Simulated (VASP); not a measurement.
BN, 2 atoms in the cell. It takes space group F-43m (No. 216, cubic). The conventional cell has a = 3.480 Å, b = 3.480 Å, c = 3.480 Å, α = 90.00°, β = 90.00°, γ = 90.00°. B (site symmetry -43m) has 4 N at 1.51 Å within 2.0 Å. Within 2.0 Å of N (site symmetry -43m) lie 4 B at 1.51 Å. 

* Program: VASP 6.6.1
* Task: single point
* Functional: PBEsol
* Potentials or basis: VASP PAW PBE potentials, release 64 (B, N)
* Cutoff: 520 eV
* k mesh: 12 × 12 × 12
* Occupations: gaussian, width 0.01 eV
* Spin: no spin polarisation
* Dipole correction: no
* Further INCAR settings: ALGO = Normal; EDIFF = 1e-06; NBANDS = 11

Potentials or basis: VASP PAW PBE potentials, release 64 (B, N).

Command:

```sh
$ cat potpaw_PBE.64/B/POTCAR potpaw_PBE.64/N/POTCAR > POTCAR
$ mpirun -np 1 vasp_std > vasp.out
```

Hardware: 1 thread of Intel Xeon 8259CL (shared host).

**Question.** Estimate the wall time of this run.

**Answer.** Wall time 9.7 s on 1 thread of Intel Xeon 8259CL, on a shared host, peak memory 0.12 GiB. Counts: scf iterations 12, k points 72.
